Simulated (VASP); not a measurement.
Wanted: the native input for a VASP 6.6.1 run.

```yaml
Task: relaxation of cell and atoms
Functional: PBE
Dispersion: D3(BJ)
Potentials_or_basis: VASP PAW PBE potentials, release 64 (Tl_d)
Cutoff: 600 eV
k_mesh: 15 × 15 × 4
Occupations: gaussian, width 0.1 eV
Spin: no spin polarisation
Dipole_correction: no
Further_INCAR_settings: ALGO = Normal; EDIFF = 1e-06; IBRION = 2; EDIFFG = -0.005; NSW = 100; ISIF = 3
```

The structure of Tl lies in POSCAR:

```
Tl
1.0
    3.5086375776      0.0000000000      0.0000000000
   -1.7543187888      3.0385692748      0.0000000000
    0.0000000000      0.0000000000     11.2656046300
Tl
4
Direct
    0.0000000000      0.0000000000      0.0000000000
    0.3333333300      0.6666666700      0.2500000000
    0.0000000000      0.0000000000      0.5000000000
    0.6666666700      0.3333333300      0.7500000000
```

These files were run (other wordings do the same):

INCAR

```
ALGO     = Normal         # electronic algorithm
EDIFF    = 1E-6           # SCF threshold, eV
EDIFFG   = -0.005         # ionic threshold
ENCUT    = 600            # plane-wave cutoff, eV
GGA      = PE             # functional
IBRION   = 2              # ionic algorithm
ISIF     = 3              # what is computed and relaxed
ISMEAR   = 0              # smearing method
IVDW     = 12             # dispersion correction
LASPH    = T              # aspherical terms in the spheres
LCHARG   = F              # write CHGCAR
LREAL    = F              # projectors in reciprocal space
LWAVE    = F              # write WAVECAR
NELM     = 100            # most SCF steps
NSW      = 100            # ionic steps
PREC     = Accurate       # precision mode
SIGMA    = 0.1            # smearing width, eV
```

KPOINTS

```
k-points
0
Gamma
  15 15 4
```

Potentials or basis: VASP PAW PBE potentials, release 64 (Tl_d).

Run with:

```sh
$ cat potpaw_PBE.64/Tl_d/POTCAR > POTCAR
$ mpirun -np 1 vasp_std > vasp.out
```

Results of the run:

* Relaxed volume: 29.36 Å³/atom
* Relaxed cell: a = 3.457 Å, b = 3.457 Å, c = 11.350 Å, α = 90.00°, β = 90.00°, γ = 120.00°
* Space group after relaxing (to 0.05 Å): P6_3/mmc (No. 194)
* Energy gained by relaxing: 2.2 meV/atom
* Ionic steps: 9
* Pressure after relaxing: 0.0 GPa
* Band gap on the k mesh: zero (band 26 reaches 9.41 eV, above the bottom of band 27 at 5.28 eV)
* Dispersion energy per atom: -0.334 eV

Caveat: spin-orbit coupling is left out, which moves the levels of the heavy elements; pairwise dispersion overbinds metals, which lowers pressure and volume.

Run time: 14 min on 1 thread of Intel(R) Xeon(R) 6975P-C (Granite Rapids), on a shared host, peak memory 0.45 GiB.
